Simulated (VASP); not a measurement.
Set up this calculation in VASP 6.6.1, as the native input.

```yaml
Task: single point
Functional: r2SCAN
Potentials_or_basis: VASP PAW PBE potentials, release 64 (Zr_sv, O)
Cutoff: 520 eV
k_mesh: 4 × 4 × 4
Occupations: gaussian, width 0.1 eV
Spin: no spin polarisation
Dipole_correction: no
Further_INCAR_settings: ALGO = Normal; EDIFF = 1e-06; NBANDS = 39
```

Crystal: Zr2O.

```
Zr O
1.0
     3.33929    0.00000    0.00000
     0.00000    3.33929    0.00000
     0.00000    0.00000   10.15358
Zr O
4 2
Direct
  0.00000 0.50000 0.12494
  0.00000 0.50000 0.62494
  0.50000 0.00000 0.37506
  0.50000 0.00000 0.87506
  0.00000 0.00000 0.00000
  0.50000 0.50000 0.50000
```

The input as run:

POSCAR

```
Zr2O
1.0
    3.3392901555      0.0000000000      0.0000000000
    0.0000000000      3.3392901555      0.0000000000
    0.0000000000      0.0000000000     10.1535783982
Zr O
4 2
Direct
    0.0000000000      0.5000000000      0.1249387378
    0.0000000000      0.5000000000      0.6249387378
    0.5000000000      0.0000000000      0.3750612622
    0.5000000000      0.0000000000      0.8750612622
    0.0000000000      0.0000000000      0.0000000000
    0.5000000000      0.5000000000      0.5000000000
```

INCAR.step1

```
  PREC = Accurate
  ENCUT = 520
  ISMEAR = 0
  SIGMA = 0.1
  LREAL = F
  LASPH = T
  NELM = 100
  NBANDS = 39
  GGA = PE
  ALGO = Normal
  EDIFF = 1E-4
  LWAVE = T
  LCHARG = F
```

INCAR.step2

```
  PREC = Accurate
  ENCUT = 520
  EDIFF = 1E-6
  ISMEAR = 0
  SIGMA = 0.1
  LREAL = F
  LASPH = T
  NELM = 100
  ALGO = Normal
  ISIF = 2
  LWAVE = F
  LCHARG = F
  METAGGA = R2SCAN
  LMIXTAU = T
  NBANDS = 39
  ISTART = 1
```

KPOINTS

```
regular mesh
0
Gamma
  4 4 4
```

Potentials or basis: VASP PAW PBE potentials, release 64 (Zr_sv, O).

The run is started by

```sh
$ cat potpaw_PBE.64/Zr_sv/POTCAR potpaw_PBE.64/O/POTCAR > POTCAR
$ cp INCAR.step1 INCAR
$ mpirun -np 1 vasp_std > vasp.out
$ cp INCAR.step2 INCAR
$ mpirun -np 1 vasp_std > vasp.out
```

It gave:

```json
{"Pressure": "0.1 GPa", "Largest force": "0.031 eV/Å", "Band gap on the k mesh": "zero (bands 30 and 31 overlap by 0.34 eV)"}
```

Caveat: the k points lie up to 0.47 Å⁻¹ apart; the PAW data sets were made with another functional, which shifts forces and pressure a little.

Wall time 3.9 min on 1 thread of Intel(R) Xeon(R) Platinum 8488C (Sapphire Rapids), on a shared host, peak memory 0.27 GiB.
